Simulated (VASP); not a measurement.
# Ge (Fd-3m) in VASP: further runs, part 2 of 2

VASP 6.6.1. The steps go on from the part before.

### 4 Single point, PBEsol

This run uses another cell than the first one, of 21.00 Å³/atom.

INCAR

```
SYSTEM = Ge
ALGO = Normal
EDIFF = 1E-6
ENCUT = 520
GGA = PS
ISIF = 2
ISMEAR = -1
LASPH = .True.
LCHARG = .True.
LELF = .True.
LREAL = .False.
LVHAR = .True.
LWAVE = .False.
NBANDS = 21
NELM = 60
PREC = Accurate
SIGMA = 0.05
```

KPOINTS

```
k-points
0
Gamma
  14 14 14
  0 0 0
```

POSCAR

```
Ge
1.0
    0.0000000000      2.7589630163      2.7589630163
    2.7589630163      0.0000000000      2.7589630163
    2.7589630163      2.7589630163      0.0000000000
Ge
2
Direct
    0.5000000000      0.5000000000      0.5000000000
    0.7500000000      0.7500000000      0.7500000000
```

Potentials or basis: VASP PAW PBE potentials, release 64 (Ge_d).

Command:

```bash
cat potpaw_PBE.64/Ge_d/POTCAR > POTCAR
mpirun -np 1 vasp_std > vasp.out
```

OUTCAR:

```text
SYSTEM = Ge
   EDIFF = 1E-6
   ENCUT = 520
   GGA = PS
   ISIF = 2
   ISMEAR = -1
   LASPH = .True.
   LREAL = .False.
   NELM = 60
   PREC = Accurate

 ion  position               nearest neighbor table
   1  0.500  0.500  0.500-   2 2.39   2 2.39   2 2.39   2 2.39
   2  0.750  0.750  0.750-   1 2.39   1 2.39   1 2.39   1 2.39

  LATTYP: Found a face centered cubic cell.
 ALAT       =     5.5179260326

  Lattice vectors:

 A1 = (   0.0000000000,   2.7589630163,   2.7589630163)
 A2 = (   2.7589630163,   0.0000000000,   2.7589630163)
 A3 = (   2.7589630163,   2.7589630163,   0.0000000000)

Analysis of symmetry for initial positions (statically):
=====================================================================
 Subroutine PRICEL returns:
 Original cell was already a primitive cell.

 Routine SETGRP: Setting up the symmetry group for a
 face centered cubic supercell.

 Subroutine GETGRP returns: Found 48 space group operations
 (whereof 24 operations were pure point group operations)
 out of a pool of 48 trial point group operations.

The static configuration has the point symmetry T_d .
 The point group associated with its full space group is O_h .

[... 157 lines left out ...]
  free energy    TOTEN  =        -9.80109528 eV

  energy without entropy =       -9.80100639  energy(sigma->0) =       -9.80105083

 E-fermi :   5.7765     XC(G=0): -10.4903

 val. band max:        5.6227331826   @ k =   0.0000   0.0000   0.0000
 cond. band min:       5.9857638118   @ k =   0.5000   0.0000   0.0000
 fundamental gap:      0.3630306291
 Fermi energy:         5.7764708671

 k-point     1 :       0.0000    0.0000    0.0000
  band No.  band energies     occupation
      1     -19.2625      2.00000
      2     -19.2625      2.00000
      3     -19.2625      2.00000
      4     -19.2196      2.00000
      5     -19.2196      2.00000
      6     -18.9629      2.00000
[... 565 lines left out ...]
     20      15.0932      0.00000
     21      15.6005      0.00000

 [... further k-points ...]

------------------------ aborting loop because EDIFF is reached ----------------------------------------

  FORCE on cell =-STRESS in cart. coord.  units (eV):
  Direction    XX          YY          ZZ          XY          YZ          ZX
  --------------------------------------------------------------------------------------
  -------------------------------------------------------------------------------------
  Total        1.7930251      1.7930251      1.7930251      0.0000000      0.0000000      0.0000000
  in kB       68.3957835     68.3957835     68.3957835      0.0000000      0.0000000      0.0000000
  external PRESSURE =      68.3957835 kB  Pullay stress =       0.0000000 kB

 VOLUME and BASIS-vectors are now :
 -----------------------------------------------------------------------------
  energy-cutoff  :      520.00
  volume of cell :       42.00
      direct lattice vectors                 reciprocal lattice vectors
     0.000000000  2.758963016  2.758963016    -0.181227511  0.181227511  0.181227511
     2.758963016  0.000000000  2.758963016     0.181227511 -0.181227511  0.181227511
     2.758963016  2.758963016  0.000000000     0.181227511  0.181227511 -0.181227511

 POSITION                                       TOTAL-FORCE (eV/Angst)
 -----------------------------------------------------------------------------------
      2.75896      2.75896      2.75896        -0.000000     -0.000000      0.000000
      4.13844      4.13844      4.13844         0.000000      0.000000     -0.000000
 -----------------------------------------------------------------------------------
    total drift:                                0.000000     -0.000000     -0.000000

  FREE ENERGIE OF THE ION-ELECTRON SYSTEM (eV)
  ---------------------------------------------------
  free  energy   TOTEN  =        -9.8010952771 eV

  energy  without entropy=       -9.8010063916  energy(sigma->0) =       -9.80105083
```

OSZICAR:

```text
N       E                     dE             d eps       ncg     rms          rms(c)
DAV:   1     0.186738899354E+03    0.18674E+03   -0.14446E+04  4967   0.374E+03
DAV:   2     0.167044124029E+02   -0.17003E+03   -0.16434E+03  4388   0.606E+02
DAV:   3    -0.914611829393E+01   -0.25851E+02   -0.25665E+02  5018   0.141E+02
DAV:   4    -0.997633585535E+01   -0.83022E+00   -0.82985E+00  4923   0.298E+01
DAV:   5    -0.998929196937E+01   -0.12956E-01   -0.12956E-01  5013   0.408E+00    0.362E+00
DAV:   6    -0.986035943779E+01    0.12893E+00   -0.41416E-02  5439   0.221E+00    0.205E+00
DAV:   7    -0.979984487017E+01    0.60515E-01   -0.73171E-02  4612   0.245E+00    0.161E-01
DAV:   8    -0.980097055598E+01   -0.11257E-02   -0.72559E-03  5081   0.110E+00    0.546E-02
DAV:   9    -0.980109069663E+01   -0.12014E-03   -0.19156E-04  4849   0.161E-01    0.907E-03
DAV:  10    -0.980109433103E+01   -0.36344E-05   -0.11093E-05  5902   0.352E-02    0.549E-03
DAV:  11    -0.980109547383E+01   -0.11428E-05   -0.24117E-06  4408   0.175E-02    0.157E-03
DAV:  12    -0.980109527706E+01    0.19677E-06   -0.17403E-07  2634   0.871E-03
   1 F= -.98010953E+01 E0= -.98010508E+01  d E =-.888854E-04
```

stdout:

```text
POSCAR found type information on POSCAR Ge
 POSCAR found :  1 types and       2 ions
 scaLAPACK will be used
 -----------------------------------------------------------------------------
|                                                                             |
|                                                                             |
|     You enforced a specific xc type in the INCAR file but a different       |
|     I HOPE YOU KNOW WHAT YOU ARE DOING!                                     |
|                                                                             |
 -----------------------------------------------------------------------------

 LDA part: xc-table for (Slater+PW92), standard interpolation
 POSCAR, INCAR and KPOINTS ok, starting setup
 FFT: planning ... GRIDC
 FFT: planning ... GRID_SOFT
 FFT: planning ... GRID
 WAVECAR not read
 entering main loop
```

Run time: 53 s. Hardware: 1 thread of Intel Xeon Platinum 8488C (Sapphire Rapids), shared host; peak memory 0.21 GiB.

Results:

```
Free energy            : -9.8011 eV
Pressure               : 6.8 GPa
Band gap on the k mesh : 0.36 eV (least direct gap 0.70 eV)
```

Levels at points of the mesh, in eV from the valence-band top:
```
           k point  band 10  band 11  band 12  band 13  band 14  band 15  band 16  band 17  band 18  band 19
(0.00, 0.00, 0.00)   -24.56   -13.40     0.00     0.00     0.00     0.70     2.56     2.56     2.56     6.40
(0.50, 0.00, 0.00)   -24.53   -11.10    -8.01    -1.53    -1.53     0.36     3.74     3.74     6.99    10.93
(0.50, 0.50, 0.00)   -24.52    -9.20    -9.20    -3.36    -3.36     0.56     0.56    10.13    10.13    12.30
```

Caveat: the cell stands under pressure; semilocal functionals underestimate gaps, and a narrow one can read as zero; the PAW data sets were made with another functional, which shifts forces and pressure a little. A k mesh can miss the band edges.

### 5 Summary

| cell | gap on the mesh (eV) | pressure (GPa) |
| --- | --- | --- |
| a = 3.812 Å, angles 60.0°, 2 atoms | 0.26 | 14.9 |
| a = 3.865 Å, angles 60.0°, 2 atoms | 0.33 | 9.9 |
| a = 3.902 Å, angles 60.0°, 2 atoms | 0.36 | 6.8 |

Alike in all rows: task single point; level PBEsol; potentials or basis VASP PAW PBE potentials, release 64 (Ge_d); no spin polarisation; k mesh 14 × 14 × 14; cutoff (eV) 520; smearing fermi-dirac 0.05 eV.

Caveats: the cell stands under pressure; semilocal functionals underestimate gaps, and a narrow one can read as zero; the PAW data sets were made with another functional, which shifts forces and pressure a little.

Total energies depend on the potentials used, so only differences within one code and one set of settings carry meaning.
